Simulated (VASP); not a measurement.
# HfGa2As2: single point with PBE

The system is HfGa2As2.

```
Hf Ga As
1.0
     3.79197    0.00000    0.00000
    -1.89598    3.28394    0.00000
     0.00000    0.00000   17.68777
Hf Ga As
2 4 4
Direct
  0.00000 0.00000 0.00000
  0.00000 0.00000 0.50000
  0.66667 0.33333 0.18409
  0.66667 0.33333 0.68409
  0.33333 0.66667 0.31591
  0.33333 0.66667 0.81591
  0.66667 0.33333 0.40677
  0.66667 0.33333 0.90677
  0.33333 0.66667 0.09323
  0.33333 0.66667 0.59323
```

- Program: VASP 6.6.1
- Task: single point
- Functional: PBE
- Potentials or basis: VASP PAW PBE potentials, release 64 (Hf_pv, Ga_d, As)
- Cutoff: 520 eV
- k mesh: 6 × 6 × 2
- Occupations: gaussian, width 0.2 eV
- Spin: no spin polarisation
- Dipole correction: no
- Further INCAR settings: ALGO = Fast; EDIFF = 1e-06; NBANDS = 57

```json
{"Pressure": "0.0 GPa", "Largest force": "0.027 eV/Å", "Band gap on the k mesh": "zero (bands 46 and 47 overlap by 1.37 eV)"}
```

Forces on the atoms (eV/Å):
```
Hf   0.000  0.000  0.000
Hf   0.000  0.000  0.000
Ga   0.000  0.000  0.027
Ga   0.000  0.000  0.027
Ga   0.000  0.000 -0.027
Ga   0.000  0.000 -0.027
As   0.000  0.000  0.004
As   0.000  0.000  0.004
As   0.000  0.000 -0.004
As   0.000  0.000 -0.004
```

Stress tensor (GPa, compression positive):
```
-0.05  0.00  0.00
 0.00 -0.05  0.00
 0.00  0.00  0.14
```

Levels at points of the mesh, in eV from the Fermi level:
```tsv
k point	band 43	band 44	band 45	band 46	band 47	band 48	band 49	band 50
(0.00, 0.00, 0.00)	0.05	0.14	0.14	0.95	0.95	0.95	0.95	1.39
(0.50, 0.00, 0.00)	-1.71	-1.66	-1.49	-0.86	-0.36	-0.08	1.10	1.29
(0.00, 0.00, 0.50)	0.10	0.10	0.75	0.75	0.95	0.95	0.95	0.95
(0.50, 0.00, 0.50)	-1.58	-1.58	-1.38	-1.38	-0.07	-0.07	0.96	0.96
```

It took 9.6 min on 1 thread of Oxide Virtual Turin-like Processor (shared host), peak memory 0.37 GiB.

Caveat: spin-orbit coupling is left out, which moves the levels of the heavy elements.
